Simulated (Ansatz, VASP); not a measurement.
# Two plane-wave programs on Mg2F3

```
Mg F
1.0
     1.66708    0.96249    7.63751
    -1.66708    0.96249    7.63751
     0.00000   -1.92498    7.63751
Mg F
2 3
Direct
  0.39790 0.39790 0.39790
  0.60210 0.60210 0.60210
  0.00000 0.00000 0.00000
  0.23836 0.23836 0.23836
  0.76164 0.76164 0.76164
```

Alike in both runs: functional PBE; k mesh 6 × 6 × 6; occupations gaussian, width 0.1 eV; no spin polarisation.

Ansatz relaxed the structure, and its values are those at the end. VASP's run is a single point on that final structure, the one shown.

```csv
,VASP,Ansatz
version,VASP 6.6.1,Ansatz 0.2.0
potentials or method,"VASP PAW PBE potentials, release 64 (Mg, F), cutoff 520 eV","scalar-relativistic, plane waves, PAW"
valence electrons in the cell,25,41
```

Ansatz gave:

| Property | Result |
| --- | --- |
| gap on the k mesh at the Fermi level (eV) | none |
| pressure (GPa) | 0.3 |
| rms of the force components (eV/Å) | 0.009 |

Task: Which values does VASP return?

Result: gap on the k mesh at the Fermi level (eV): none; pressure (GPa): -0.2; rms of the force components (eV/Å): 0.010.

A gap of «none» marks a metal or a gap that the smearing closes. VASP's potentials hold 25 valence electrons a cell and Ansatz's 41, so a difference there can come from the potentials and not from the codes.

The k mesh is coarse, so the values compare programs but aren't converged.
